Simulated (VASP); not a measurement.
PtS2, 6 atoms in the cell. The structure is tetragonal, space group P4_2/nnm (No. 134). The conventional cell has a = 4.640 Å, b = 4.640 Å, c = 6.943 Å, α = 90.00°, β = 90.00°, γ = 90.00°. Pt (site symmetry -42m) has 4 S at 2.39 Å within 3.2 Å. Within 3.3 Å of S (site symmetry 2/m) lie 2 Pt at 2.39 Å and 4 S at 3.28 Å. The cell was generated, and may not be a known phase.

```yaml
Program: VASP 6.6.1
Task: relaxation of cell and atoms
Functional: PBE
Potentials_or_basis: VASP PAW PBE potentials, release 64 (Pt, S)
Cutoff: 600 eV
k_mesh: 4 × 4 × 4
Occupations: gaussian, width 0.1 eV
Spin: no spin polarisation
Dipole_correction: no
Further_INCAR_settings: ALGO = Normal; EDIFF = 1e-06; IBRION = 2; EDIFFG = -0.04; NSW = 90; ISIF = 3
```

Potentials or basis: VASP PAW PBE potentials, release 64 (Pt, S).

Run with:

```sh
$ cat potpaw_PBE.64/Pt/POTCAR potpaw_PBE.64/S/POTCAR > POTCAR
$ mpirun -np 1 vasp_std > vasp.out
```

Hardware: 1 thread of Intel(R) Xeon(R) 6975P-C (Granite Rapids), on a shared host.

Q: Estimate the wall time of this run.

A: Wall time 5.7 min on 1 thread of Intel(R) Xeon(R) 6975P-C (Granite Rapids), with other jobs on the host, peak memory 0.34 GiB. Counts: scf iterations 122, k points 18, ion steps 13.
